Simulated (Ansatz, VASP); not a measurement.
**H in VASP and in Ansatz**

```
CELL_PARAMETERS angstrom
8.00000 0.00000 0.00000
0.00000 8.00000 0.00000
0.00000 0.00000 8.00000
ATOMIC_POSITIONS crystal
H 0.50000 0.50000 0.43750
H 0.50000 0.50000 0.56250
```

Alike in both runs: task single point; functional PBEsol; k mesh 1 × 1 × 1; no spin polarisation.

```csv
,VASP,Ansatz
version,VASP 6.6.1,Ansatz 0.2.0
potentials or method,"VASP PAW PBE potentials, release 64 (H), cutoff 400 eV","scalar-relativistic, plane waves, PAW"
occupations,"gaussian, width 0.01 eV",fixed
valence electrons in the cell,2,2
```

```tsv
	VASP	Ansatz	Ansatz less VASP
gap on the k mesh at the Fermi level (eV)	8.65	8.65	+0.001
rms of the force components (eV/Å)	2.331	2.347	+0.0161
```

VASP's potentials were made for PBE, not for PBEsol. Atom by atom the forces differ by 0.016 eV/Å (rms over components).
